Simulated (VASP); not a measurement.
Here is a VASP 6.6.1 calculation.

POSCAR

```
Cd2S
1.0
    3.9626700490      0.0000000000      0.0000000000
   -1.9813350245      3.4317729293      0.0000000000
    0.0000000000      0.0000000000      5.8091920000
Cd S
2 1
Direct
    0.3333333333      0.6666666667      0.9327170000
    0.6666666667      0.3333333333      0.5787350000
    0.3333333333      0.6666666667      0.3657050000
```

File INCAR.step1:

```
SYSTEM = Cd2S
  PREC = Accurate
  ENCUT = 520
  EDIFF = 1E-5
  ISMEAR = -1
  SIGMA = 0.05
  LREAL = .FALSE.
  LASPH = .TRUE.
  NELM = 60
  ALGO = Normal
  ISIF = 2
  LWAVE = .TRUE.
  NBANDS = 22
  GGA = PE
```

File INCAR.step2:

```
SYSTEM = Cd2S
  PREC = Accurate
  ENCUT = 520
  EDIFF = 1E-6
  ISMEAR = -1
  SIGMA = 0.05
  LREAL = .FALSE.
  LASPH = .TRUE.
  NELM = 60
  ALGO = Normal
  ISIF = 2
  LWAVE = .FALSE.
  LCHARG = .TRUE.
  METAGGA = R2SCAN
  LHFCALC = .TRUE.
  AEXX = 0.15
  LMIXTAU = .TRUE.
  PRECFOCK = Normal
  LELF = .TRUE.
  LVHAR = .TRUE.
  NBANDS = 22
  ISTART = 1
```

Contents of KPOINTS:

```
regular mesh
0
G
  5 5 3
  0 0 0
```

Potentials or basis: VASP PAW PBE potentials, release 64 (Cd, S).

Command:

```console
$ cat potpaw_PBE.64/Cd/POTCAR potpaw_PBE.64/S/POTCAR > POTCAR
$ cp INCAR.step1 INCAR
$ mpirun -np 1 vasp_std > vasp.out
$ cp INCAR.step2 INCAR
$ mpirun -np 1 vasp_std > vasp.out
```

(1) Predict the largest force.

(2) Estimate the pressure.

(3) What does it give for the band gap on the k mesh?

## Answers

(1) 0.104 eV/Å.

(2) -2.0 GPa.

(3) 1.68 eV (least direct gap 1.87 eV).

Caveat: the PAW data sets were made with another functional, which shifts forces and pressure a little.
